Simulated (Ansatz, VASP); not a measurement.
## One calculation of Si3WC2, two programs

File INCAR:

```
SYSTEM = Si3WC2
PREC = Accurate
ENCUT = 600
EDIFF = 1E-6
ISMEAR = 0
SIGMA = 0.1
LREAL = .FALSE.
LASPH = .TRUE.
NELM = 60
ALGO = Normal
ISIF = 3
LWAVE = .FALSE.
LCHARG = .FALSE.
GGA = PE
IBRION = 2
NSW = 100
EDIFFG = -0.01
```

KPOINTS

```
regular mesh
0
G
  12 12 14
  0 0 0
```

The input POSCAR:

```
Si3WC2
1.0
    5.2973867479      0.0000000000      0.0000000000
   -2.6486933739      4.5876714973      0.0000000000
    0.0000000000      0.0000000000      2.7016894679
Si W C
3 1 2
Direct
    0.0000000000      0.5000000000      0.5000000000
    0.5000000000      0.0000000000      0.5000000000
    0.5000000000      0.5000000000      0.5000000000
    0.0000000000      0.0000000000      0.0000000000
    0.6666666667      0.3333333333      0.0000000000
    0.3333333333      0.6666666667      0.0000000000
```

Input for Ansatz:

```yaml
crystal:
  lattice:
    - [5.2973867479, 0.0, 0.0]
    - [-2.6486933739, 4.5876714973, 0.0]
    - [0.0, 0.0, 2.7016894679]
  atoms:
    - { symbol: Si, position: [0.0, 0.5, 0.5] }
    - { symbol: Si, position: [0.5, 0.0, 0.5] }
    - { symbol: Si, position: [0.5, 0.5, 0.5] }
    - { symbol: W, position: [0.0, 0.0, 0.0] }
    - { symbol: C, position: [0.6666666667, 0.3333333333, 0.0] }
    - { symbol: C, position: [0.3333333333, 0.6666666667, 0.0] }
basis:
  ecutwfc: 420
kpoints:
  mp_grid: { grid: [12, 12, 14] }
hamiltonian:
  xc: pbe
scf:
  occupations: { method: gaussian, width: 0.1 }
output:
  forces: true
  stress: true
  eigenvalues: true
relax:
  adjacent_minimum: "off"
  f_tol: 0.01
  max_steps: 80
  cell: { stress_tol: 0.05 }
```

Change from the starting cell: species swapped into the PrB2Ru3 type (P6/mmm, No. 191).

Alike in both runs: task relaxation of cell and atoms; functional PBE; k mesh 12 × 12 × 14; occupations gaussian, width 0.1 eV; no spin polarisation.

|  | VASP | Ansatz |
| --- | --- | --- |
| version | VASP 6.6.1 | Ansatz 0.2.0 |
| potentials or method | VASP PAW PBE potentials, release 64 (Si, W_sv, C), cutoff 600 eV | scalar-relativistic, plane waves, PAW |
| valence electrons in the cell | 34 | 34 |

```tsv
	VASP	Ansatz	Ansatz less VASP
gap on the k mesh at the Fermi level, each at its own relaxed structure (eV)	none	none	-
relaxed volume (Å³/atom)	10.99	10.99	-0.003
relaxed length of the cell vector where the two differ most in proportion (Å)	2.692	2.691	-0.0007
```

A gap of «none» marks a metal or a gap that the smearing closes.

Neither program's run includes spin-orbit coupling.
